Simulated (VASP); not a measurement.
The system is BaTiO3.

```
Ba Ti O
1.0
     2.82767    1.63255    2.31773
    -2.82767    1.63255    2.31773
     0.00000   -3.26511    2.31773
Ba Ti O
1 1 3
Direct
  0.00000 0.00000 0.00000
  0.51400 0.51400 0.51400
  0.49160 0.49160 0.98150
  0.49160 0.98150 0.49160
  0.98150 0.49160 0.49160
```

| Item | Value |
| --- | --- |
| Program | VASP 6.6.1 |
| Task | relaxation of cell and atoms |
| Functional | r2SCAN |
| Potentials or basis | VASP PAW PBE potentials, release 64 (Ba_sv, Ti_sv, O) |
| Cutoff | 600 eV |
| k mesh | 6 × 6 × 6 |
| Occupations | gaussian, width 0.02 eV |
| Spin | no spin polarisation |

At the start: pressure 3.7 GPa; volume 12.84 Å³/atom.

Question: Where does the relaxation end?

Answer: Over 16 steps the energy falls by 3.4 meV/atom and the volume is 13.14 Å³/atom (+2.3 %); space group R3m (No. 160, to 0.1 Å) before and after.

The path:
| step | energy change (eV) | largest force (eV/Å) | pressure (GPa) | volume (Å³) |
| --- | --- | --- | --- | --- |
| 1 | 0.0000 | 0.1782 | 3.73 | 64.20 |
| 2 | 0.0092 | 0.3335 | -4.25 | 67.02 |
| 3 | -0.0152 | 0.0719 | 0.04 | 65.42 |
| 4 | -0.0152 | 0.0675 | 0.10 | 65.39 |
| 5 | -0.0158 | 0.0527 | 0.09 | 65.45 |
| 6 | -0.0167 | 0.0165 | 0.08 | 65.61 |
| 7 | -0.0167 | 0.0138 | 0.07 | 65.67 |
| 8 | -0.0167 | 0.0119 | 0.07 | 65.66 |
| 9 | -0.0167 | 0.0129 | -0.18 | 65.75 |
| 10 | -0.0167 | 0.0060 | -0.01 | 65.69 |
| 11 | -0.0167 | 0.0058 | 0.00 | 65.69 |
| 12 | -0.0167 | 0.0057 | -0.10 | 65.72 |
| 13 | -0.0167 | 0.0057 | -0.02 | 65.69 |
| 14 | -0.0167 | 0.0058 | -0.02 | 65.69 |
| 15 | -0.0167 | 0.0060 | -0.03 | 65.69 |
| 16 | -0.0168 | 0.0015 | 0.00 | 65.68 |

Final structure:
```yaml
crystal:
  lattice:
    - [2.84838, 1.64451, 2.33706]
    - [-2.84838, 1.64451, 2.33706]
    - [0.00000, -3.28903, 2.33706]
  atoms:
    - { symbol: Ba, position: [0.00201, 0.00201, 0.00201] }
    - { symbol: Ti, position: [0.51530, 0.51530, 0.51530] }
    - { symbol: O, position: [0.49029, 0.49029, 0.98081] }
    - { symbol: O, position: [0.49029, 0.98081, 0.49029] }
    - { symbol: O, position: [0.98081, 0.49029, 0.49029] }
```

Caveat: the PAW data sets were made with another functional, which shifts forces and pressure a little.
